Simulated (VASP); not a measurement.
Wanted: the native input for a VASP 6.6.1 run.

| Quantity | Value |
| --- | --- |
| Task | relaxation of cell and atoms |
| Functional | r2SCAN |
| Potentials or basis | VASP PAW PBE potentials, release 64 (Mo_sv) |
| Cutoff | 600 eV |
| k mesh | 24 × 24 × 24 |
| Occupations | fermi-dirac, width 0.1 eV |
| Spin | no spin polarisation |
| Dipole correction | no |
| Further INCAR settings | ALGO = Normal; EDIFF = 1e-06; IBRION = 2; EDIFFG = -0.002; NSW = 100; ISIF = 3 |

Crystal: Mo.

```
Mo
1.0
    -1.57342    1.57342    1.57342
     1.57342   -1.57342    1.57342
     1.57342    1.57342   -1.57342
Mo
1
Cartesian
  0.0000 0.0000 0.0000
```

One way to write it, as run:

POSCAR

```
Mo
1.0
   -1.5734150000      1.5734150000      1.5734150000
    1.5734150000     -1.5734150000      1.5734150000
    1.5734150000      1.5734150000     -1.5734150000
Mo
1
Direct
    0.0000000000      0.0000000000      0.0000000000
```

INCAR.step1

```
SYSTEM = Mo
PREC = Accurate
ENCUT = 600
ISMEAR = -1
SIGMA = 0.1
LREAL = .False.
LASPH = .True.
NELM = 60
GGA = PE
ALGO = Normal
EDIFF = 1E-4
LWAVE = .True.
LCHARG = .False.
```

INCAR.step2

```
SYSTEM = Mo
PREC = Accurate
ENCUT = 600
EDIFF = 1E-6
ISMEAR = -1
SIGMA = 0.1
LREAL = .False.
LASPH = .True.
NELM = 60
ALGO = Normal
ISIF = 3
LWAVE = .False.
LCHARG = .False.
METAGGA = R2SCAN
LMIXTAU = .True.
IBRION = 2
NSW = 100
EDIFFG = -0.002
ISTART = 1
```

KPOINTS

```
regular mesh
0
Gamma
  24 24 24
  0 0 0
```

Potentials or basis: VASP PAW PBE potentials, release 64 (Mo_sv).

Run with:

```sh
$ cat potpaw_PBE.64/Mo_sv/POTCAR > POTCAR
$ cp INCAR.step1 INCAR
$ mpirun -np 1 vasp_std > vasp.out
$ cp INCAR.step2 INCAR
$ mpirun -np 1 vasp_std > vasp.out
```

Results of the run:

```json
{"Relaxed volume": "15.71 Å³/atom", "Relaxed cell": "a = 2.733 Å, b = 2.733 Å, c = 2.733 Å, α = 109.47°, β = 109.47°, γ = 109.47°", "Space group after relaxing (to 0.05 Å)": "Im-3m (No. 229)", "Energy gained by relaxing": "0.8 meV/atom", "Ionic steps": "3", "Pressure after relaxing": "0.0 GPa", "Band gap on the k mesh": "zero (band 7 reaches 16.59 eV, above the bottom of band 8 at 11.06 eV)"}
```

Caveat: the PAW data sets were made with another functional, which shifts forces and pressure a little.

It took 17 min on 1 thread of Oxide Virtual Turin-like Processor, on a shared host, peak memory 0.19 GiB.
